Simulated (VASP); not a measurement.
# TiTe2: single point with r2SCAN

The system is TiTe2.

```
Ti Te
1.0
     3.80107    0.00000    0.00000
    -1.90053    3.29182    0.00000
     0.00000    0.00000    6.90120
Ti Te
1 2
Direct
  0.00000 0.00000 0.00000
  0.66667 0.33333 0.24613
  0.33333 0.66667 0.75387
```

```json
{
 "Program": "VASP 6.6.1",
 "Task": "single point",
 "Functional": "r2SCAN",
 "Potentials or basis": "VASP PAW PBE potentials, release 64 (Ti_sv, Te)",
 "Cutoff": "520 eV",
 "k mesh": "15 × 15 × 8",
 "Occupations": "gaussian, width 0.1 eV",
 "Spin": "no spin polarisation"
}
```

- Pressure: 0.1 GPa
- Largest force: 0.018 eV/Å
- Band gap on the k mesh: zero (bands 12 and 13 overlap by 0.52 eV)

Forces on the atoms (eV/Å):
```
Ti   0.000  0.000  0.000
Te   0.000  0.000  0.018
Te   0.000  0.000 -0.018
```

Levels at points of the mesh, in eV from the Fermi level:
```
           k point  band 9  band 10  band 11  band 12  band 13  band 14  band 15  band 16
(0.00, 0.00, 0.00)   -1.96    -0.14     0.35     0.35     0.46     0.87     0.87     3.19
(0.00, 0.00, 0.50)   -1.93    -1.93     0.35     0.35     0.72     0.72     1.00     3.40
```

It took 25 min on 1 thread of Intel Xeon 8259CL, with other jobs on the host, peak memory 0.44 GiB.

Caveat: the PAW data sets were made with another functional, which shifts forces and pressure a little; spin-orbit coupling is left out, which moves the levels of the heavy elements.
